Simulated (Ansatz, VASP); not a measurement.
## One calculation of Si, two programs

Contents of INCAR:

```
SYSTEM = Si
ALGO = Normal
EDIFF = 1E-7
ENCUT = 520
GGA = PS
ISIF = 2
ISMEAR = 0
LASPH = .TRUE.
LCHARG = .FALSE.
LREAL = .FALSE.
LWAVE = .FALSE.
NBANDS = 11
NELM = 60
PREC = Accurate
SIGMA = 0.01
```

Contents of KPOINTS:

```
k-points
0
G
  8 8 8
  0 0 0
```

The input POSCAR:

```
Si
1.0
    0.0000000000      2.6405785000      2.6405785000
    2.6405785000      0.0000000000      2.6405785000
    2.6405785000      2.6405785000      0.0000000000
Si
2
Direct
    0.0000000000      0.0000000000      0.0000000000
    0.2500000000      0.2500000000      0.2500000000
```

Input for Ansatz:

```yaml
crystal:
  atoms:
  - position: [0.0, 0.0, 0.0]
    symbol: Si
  - position: [0.25, 0.25, 0.25]
    symbol: Si
  lattice:
  - [0.0, 2.6405785, 2.6405785]
  - [2.6405785, 0.0, 2.6405785]
  - [2.6405785, 2.6405785, 0.0]
hamiltonian:
  dispersion: none
  pseudopotentials:
    kind: all_electron
    lapw: {}
    relativity: scalar
  xc: pbesol
kpoints:
  mp_grid:
    grid: [8, 8, 8]
    shift: [0, 0, 0]
magnetization: {spin_polarized: false}
output: {forces: true, stress: true}
scf:
  occupations: {method: fixed}
```

Alike in both runs: task single point; functional PBEsol; k mesh 8 × 8 × 8; no spin polarisation.

```csv
,VASP,Ansatz
version,VASP 6.6.1,Ansatz 0.2 development build
potentials or method,"VASP PAW PBE potentials, release 64 (Si), cutoff 520 eV","all-electron full-potential LAPW, scalar-relativistic"
occupations,"gaussian, width 0.01 eV",fixed
```

|  | VASP | Ansatz | Ansatz less VASP |
| --- | --- | --- | --- |
| gap on the k mesh at the Fermi level (eV) | 0.36 | 0.37 | +0.010 |
| pressure (GPa) | 9.7 | 9.5 | -0.25 |

VASP's potentials were made for PBE, not for PBEsol. Ansatz ran all-electron here, and VASP with PAW potentials.
